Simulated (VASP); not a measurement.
# GeMo (CsCl type) (Pm-3m) in VASP: further runs

The runs below take GeMo (CsCl type) through single point, with PBE.

Program: VASP 6.6.1. These are calculated values, not measurements. Logs are shortened: lines on timing, memory, paths and dates and some standing lists are left out, and cuts for length are marked.

### 1 The cell of the first run

Symmetry: Pm-3m, No. 221, cubic system. The conventional cell has a = 2.633 Å, b = 2.633 Å, c = 2.633 Å, α = 90.00°, β = 90.00°, γ = 90.00°. Mo (site symmetry m-3m) has 8 Ge at 2.28 Å and 6 Mo at 2.63 Å within 3.0 Å. Ge (site symmetry m-3m) has 8 Mo at 2.28 Å and 6 Ge at 2.63 Å within 3.0 Å.

### 2 Single point, PBE

Input file INCAR:

```
ALGO = Normal
EDIFF = 1E-6
ENCUT = 500
GGA = PE
GGA_COMPAT = F
ISIF = 2
ISMEAR = -1
LASPH = T
LCHARG = F
LREAL = F
LWAVE = F
NBANDS = 21
NELM = 120
PREC = Accurate
SIGMA = 0.1
```

Input file KPOINTS:

```
k-points
0
Gamma
  15 15 15
```

Input file POSCAR:

```
GeMo
1.0
    2.6333323328      0.0000000000      0.0000000000
    0.0000000000      2.6333323328      0.0000000000
    0.0000000000      0.0000000000      2.6333323328
Mo Ge
1 1
Direct
    0.0000000000      0.0000000000      0.0000000000
    0.5000000000      0.5000000000      0.5000000000
```

Potentials or basis: VASP PAW PBE potentials, release 64 (Mo_sv, Ge_d).

Command:

```console
$ cat potpaw_PBE.64/Mo_sv/POTCAR potpaw_PBE.64/Ge_d/POTCAR > POTCAR
$ mpirun -np 1 vasp_std > vasp.out
```

OUTCAR:

```text
EDIFF = 1E-6
   ENCUT = 500
   GGA = PE
   ISIF = 2
   ISMEAR = -1
   LASPH = T
   LREAL = F
   NELM = 120
   PREC = Accurate

 ion  position               nearest neighbor table
   1  0.000  0.000  0.000-   2 2.28   2 2.28   2 2.28   2 2.28   2 2.28   2 2.28   2 2.28   2 2.28

   2  0.500  0.500  0.500-   1 2.28   1 2.28   1 2.28   1 2.28   1 2.28   1 2.28   1 2.28   1 2.28

  LATTYP: Found a simple cubic cell.
 ALAT       =     2.6333323328

  Lattice vectors:

 A1 = (   2.6333323328,   0.0000000000,   0.0000000000)
 A2 = (   0.0000000000,   2.6333323328,   0.0000000000)
 A3 = (   0.0000000000,   0.0000000000,   2.6333323328)

Analysis of symmetry for initial positions (statically):
=====================================================================
 Subroutine PRICEL returns:
 Original cell was already a primitive cell.

 Routine SETGRP: Setting up the symmetry group for a
 simple cubic supercell.

 Subroutine GETGRP returns: Found 48 space group operations
 (whereof 48 operations were pure point group operations)
 out of a pool of 48 trial point group operations.

The static configuration has the point symmetry O_h .

Analysis of symmetry for dynamics (positions and initial velocities):
=====================================================================
 Subroutine PRICEL returns:
 Original cell was already a primitive cell.

 Routine SETGRP: Setting up the symmetry group for a
 simple cubic supercell.

 Subroutine GETGRP returns: Found 48 space group operations
 (whereof 48 operations were pure point group operations)
 out of a pool of 48 trial point group operations.

The dynamic configuration has the point symmetry O_h .

 Subroutine INISYM returns: Found 48 space group operations
 (whereof 48 operations are pure point group operations),
 and found     1 'primitive' translations

----------------------------------------------------------------------------------------

                                     Primitive cell

  volume of cell :      18.2607

  direct lattice vectors                    reciprocal lattice vectors
     2.633332333  0.000000000  0.000000000     0.379746980  0.000000000  0.000000000
     0.000000000  2.633332333  0.000000000     0.000000000  0.379746980  0.000000000
     0.000000000  0.000000000  2.633332333     0.000000000  0.000000000  0.379746980

  length of vectors
     2.633332333  2.633332333  2.633332333     0.379746980  0.379746980  0.379746980

  position of ions in fractional coordinates (direct lattice)
     0.000000000  0.000000000  0.000000000
     0.500000000  0.500000000  0.500000000

  ion indices of the primitive-cell ions
   primitive index   ion index
                 1           1
                 2           2

----------------------------------------------------------------------------------------

 KPOINTS: k-points

Automatic generation of k-mesh.
 Grid dimensions read from file:
 generate k-points for:   15   15   15

 Generating k-lattice:

  Cartesian coordinates                     Fractional coordinates (reciprocal lattice)
     0.025316465  0.000000000  0.000000000     0.066666667  0.000000000  0.000000000
     0.000000000  0.025316465  0.000000000     0.000000000  0.066666667  0.000000000
     0.000000000  0.000000000  0.025316465     0.000000000  0.000000000  0.066666667

  Length of vectors
     0.025316465  0.025316465  0.025316465

  Shift w.r.t. Gamma in fractional coordinates (k-lattice)
     0.000000000  0.000000000  0.000000000

 Subroutine IBZKPT returns following result:
 ===========================================

 Found    120 irreducible k-points:

 Following reciprocal coordinates:
            Coordinates               Weight
  0.000000  0.000000  0.000000      1.000000
  0.066667  0.000000  0.000000      6.000000
  0.133333  0.000000  0.000000      6.000000
  0.200000  0.000000  0.000000      6.000000
  0.266667  0.000000  0.000000      6.000000
  0.333333  0.000000  0.000000      6.000000
[... 16 lines left out ...]
  0.266667  0.200000  0.000000     24.000000
  0.333333  0.200000  0.000000     24.000000
 [... further k-points ...]
   k-points           NKPTS =    120   k-points in BZ     NKDIM =    120   number of bands    NBANDS=     21
   number of dos      NEDOS =    301   number of ions     NIONS =      2
   total plane-waves  NPLWV =   8000
   dimension x,y,z NGX =    20 NGY =   20 NGZ =   20
   dimension x,y,z NGXF=    40 NGYF=   40 NGZF=   40
   ions per type =               1   1
   NGX,Y,Z   is equivalent  to a cutoff of  12.63, 12.63, 12.63 a.u.
   NGXF,Y,Z  is equivalent  to a cutoff of  25.25, 25.25, 25.25 a.u.
 SYSTEM =  unknown system
   PREC   = accura    normal or accurate (medium, high low for compatibility)
   ISTART =      0    job   : 0-new  1-cont  2-samecut
   ICHARG =      2    charge: 1-file 2-atom 10-const
   ISPIN  =      1    spin polarized calculation?
   LNONCOLLINEAR =      F non collinear calculations
   LSORBIT =      F    spin-orbit coupling
   LASPH  =      T    aspherical Exc in radial PAW
   ENCUT  =  500.0 eV  36.75 Ry    6.06 a.u.   4.80  4.80  4.80*2*pi/ulx,y,z
   NELM   =    120;   NELMIN=  2; NELMDL= -5     # of ELM steps
   EDIFF  = 0.1E-05   stopping-criterion for ELM
   LREAL  =      F    real-space projection
   EDIFFG = 0.1E-04   stopping-criterion for IOM
   NSW    =      0    number of steps for IOM
   IBRION =     -1    ionic relax: 0-MD 1-quasi-New 2-CG
   NFREE  =      0    steps in history (QN), initial steepest desc. (CG)
   ISIF   =      2    stress and relaxation
   ISYM   =      2    0-nonsym 1-usesym 2-fastsym
   POTIM  = 0.5000    time-step for ionic-motion
   TEBEG  =    0.0;   TEEND  =   0.0 temperature during run
   PSTRESS=    0.0 pullay stress
   NELECT =      28.0000    total number of electrons
   NUPDOWN=      -1.0000    fix difference up-down
   EMIN   =  10.00;   EMAX   =-10.00  energy-range for DOS
   EFERMI =   0.00;   METHOD = LEGACY
   ISMEAR =    -1;   SIGMA  =   0.10  broadening in eV -4-tet -1-fermi 0-gaus
   EFERMI_NEDOS =   21; number of points for ismear=-14 and -15
   IALGO  =     38    algorithm
   IMIX   =      4    mixing-type and parameters
     AMIX     =   0.40;   BMIX     =  1.00
     AMIX_MAG =   1.60;   BMIX_MAG =  1.00
  volume/ion in A,a.u.               =       9.13        61.61
  Fermi-wavevector in a.u.,A,eV,Ry     =   1.887796  3.567418 48.488110  3.563776
  Thomas-Fermi vector in A             =   2.929756
   LORBIT       =      0    0 simple, 1 ext, 2 COOP (PROOUT), +10 PAW based schemes
   GGA     = PE    functional components
   LHFCALC =     F    Hartree Fock is set to
   AEXX    =    0.0000 exact exchange contribution
   IVDW    =     0    specifies the selected vdW correction
   LEPSILON=     F    determine dielectric tensor
   LRPA    =     F    only Hartree local field effects (RPA)
 non-spin polarized calculation
  energy-cutoff  :      500.00
  volume of cell :       18.26
 maximum number of plane-waves:       473
 NGX is ok and might be reduce to    20
   NGX =  9   NGY =  9   NGZ =  9

 number of electron      28.0000022 magnetization

 Free energy of the ion-electron system (eV)
  ---------------------------------------------------
  ext. energy  EPLUGINS =         0.00000000
  ---------------------------------------------------
  free energy    TOTEN  =        -7.82184082 eV

  energy without entropy =       -7.77925478  energy(sigma->0) =       -7.80054780

 E-fermi :  19.9789     XC(G=0): -16.1261

 val. band max:       19.9695503829   @ k =   0.4667   0.2667   0.1333
 cond. band min:      20.0021525522   @ k =   0.4667   0.4667   0.2667
 fundamental gap:      0.0326021693
 Fermi energy:        19.9789120205

 k-point     1 :       0.0000    0.0000    0.0000
  band No.  band energies     occupation
      1     -40.6980      2.00000
      2     -14.4010      2.00000
      3     -14.4010      2.00000
      4     -14.4010      2.00000
      5      -5.7753      2.00000
      6      -5.7753      2.00000
[... 13 lines left out ...]
     20      35.6271      0.00000
     21      38.2279      0.00000

 k-point     2 :       0.0667    0.0000    0.0000
  band No.  band energies     occupation
      1     -40.6884      2.00000
      2     -14.4918      2.00000
      3     -14.3964      2.00000
      4     -14.3964      2.00000
      5      -5.7725      2.00000
      6      -5.7558      2.00000
[... 13 lines left out ...]
     20      35.8820      0.00000
     21      38.4464      0.00000

 k-point     3 :       0.1333    0.0000    0.0000
  band No.  band energies     occupation
      1     -40.6612      2.00000
      2     -14.7425      2.00000
      3     -14.3832      2.00000
      4     -14.3832      2.00000
      5      -5.7643      2.00000
      6      -5.7014      2.00000
[... 13 lines left out ...]
     20      36.3064      0.00000
     21      39.0442      0.00000

 k-point     4 :       0.2000    0.0000    0.0000
  band No.  band energies     occupation
      1     -40.6207      2.00000
      2     -15.0970      2.00000
      3     -14.3638      2.00000
      4     -14.3638      2.00000
      5      -5.7522      2.00000
      6      -5.6225      2.00000
[... 13 lines left out ...]
     20      36.5151      0.00000
     21      39.7683      0.00000

 k-point     5 :       0.2667    0.0000    0.0000
  band No.  band energies     occupation
      1     -40.5737      2.00000
      2     -15.4852      2.00000
      3     -14.3415      2.00000
      4     -14.3415      2.00000
      5      -5.7384      2.00000
      6      -5.5336      2.00000
[... 13 lines left out ...]
     20      36.4570      0.00000
     21      39.9536      0.00000
[... 382 lines left out ...]
     20      33.6620      0.00000
     21      36.3340      0.00000

 k-point    22 :       0.2000    0.2000    0.0000
  band No.  band energies     occupation
      1     -40.5462      2.00000
      2     -15.0873      2.00000
      3     -14.9440      2.00000
      4     -14.3104      2.00000
      5      -5.6818      2.00000
      6      -5.5506      2.00000
[... 13 lines left out ...]
     20      35.9627      0.00000
     21      41.1533      0.00000

 k-point    23 :       0.2667    0.2000    0.0000
  band No.  band energies     occupation
      1     -40.5010      2.00000
      2     -15.3949      2.00000
      3     -14.9543      2.00000
      4     -14.2782      2.00000
      5      -5.6653      2.00000
      6      -5.4935      2.00000
[... 13 lines left out ...]
     20      36.6671      0.00000
     21      39.8105      0.00000

 k-point    24 :       0.3333    0.2000    0.0000
  band No.  band energies     occupation
      1     -40.4574      2.00000
      2     -15.7241      2.00000
      3     -14.9150      2.00000
      4     -14.2473      2.00000
      5      -5.6554      2.00000
      6      -5.4932      2.00000
[... 13 lines left out ...]
     20      36.3933      0.00000
     21      38.8415      0.00000

 [... further k-points ...]

------------------------ aborting loop because EDIFF is reached ----------------------------------------

  FORCE on cell =-STRESS in cart. coord.  units (eV):
  Direction    XX          YY          ZZ          XY          YZ          ZX
  --------------------------------------------------------------------------------------
  -------------------------------------------------------------------------------------
  Total       34.6343306     34.6343306     34.6343306     -0.0000000     -0.0000000      0.0000000
  in kB     3038.7877426   3038.7877426   3038.7877426     -0.0000000     -0.0000000      0.0000000
  external PRESSURE =    3038.7877426 kB  Pullay stress =       0.0000000 kB

 VOLUME and BASIS-vectors are now :
 -----------------------------------------------------------------------------
  energy-cutoff  :      500.00
  volume of cell :       18.26
      direct lattice vectors                 reciprocal lattice vectors
     2.633332333  0.000000000  0.000000000     0.379746980  0.000000000  0.000000000
     0.000000000  2.633332333  0.000000000     0.000000000  0.379746980  0.000000000
     0.000000000  0.000000000  2.633332333     0.000000000  0.000000000  0.379746980

 POSITION                                       TOTAL-FORCE (eV/Angst)
 -----------------------------------------------------------------------------------
      0.00000      0.00000      0.00000         0.000000      0.000000      0.000000
      1.31667      1.31667      1.31667         0.000000      0.000000      0.000000
 -----------------------------------------------------------------------------------
    total drift:                               -0.000000      0.000000     -0.000000

  FREE ENERGIE OF THE ION-ELECTRON SYSTEM (eV)
  ---------------------------------------------------
  free  energy   TOTEN  =        -7.8218408177 eV

  energy  without entropy=       -7.7792547764  energy(sigma->0) =       -7.80054780
```

It took 55 s on 1 thread of Intel Xeon 8259CL, shared host; peak memory 0.16 GiB.

What came out:

```yaml
Free_energy: -7.8218 eV
Pressure: 303.9 GPa
Band_gap_on_the_k_mesh: zero (bands 14 and 15 overlap by 6.87 eV)
```

Levels at points of the mesh, in eV from the Fermi level:
```csv
k point,band 11,band 12,band 13,band 14,band 15,band 16,band 17,band 18
"(0.00, 0.00, 0.00)",-6.17,-6.17,2.26,2.26,2.26,4.38,4.38,4.38
```

Caveat: the cell stands under pressure.

### 3 Single point, PBE

Input file INCAR:

```
SYSTEM = GeMo
  PREC = Accurate
  ENCUT = 500
  EDIFF = 1E-6
  ISMEAR = -1
  SIGMA = 0.1
  LREAL = .False.
  LASPH = .True.
  NELM = 120
  ALGO = Normal
  ISIF = 2
  LWAVE = .False.
  LCHARG = .True.
  GGA = PE
  LELF = .True.
  LVHAR = .True.
  NBANDS = 21
  GGA_COMPAT = .False.
```

Input file KPOINTS:

```
Automatic mesh
0
Gamma
  15 15 15
  0 0 0
```

POSCAR is that of step 2.

Potentials or basis: VASP PAW PBE potentials, release 64 (Mo_sv, Ge_d).

Command:

```console
$ cat potpaw_PBE.64/Mo_sv/POTCAR potpaw_PBE.64/Ge_d/POTCAR > POTCAR
$ mpirun -np 1 vasp_std > vasp.out
```

Run time: 55 s. Hardware: 1 thread of Intel Xeon 8259CL, shared host; peak memory 0.16 GiB.

It converged, with:

- Free energy: -7.8218 eV
- Pressure: 303.9 GPa
- Band gap on the k mesh: zero (bands 14 and 15 overlap by 6.87 eV)

Levels at points of the mesh, in eV from the Fermi level:
```
           k point  band 12  band 13  band 14  band 15  band 16  band 17
(0.00, 0.00, 0.00)    -6.17     2.26     2.26     2.26     4.38     4.38
```

Caveat: the cell stands under pressure.

The gap in the log of VASP goes by the Fermi energy; the results here count the filled bands.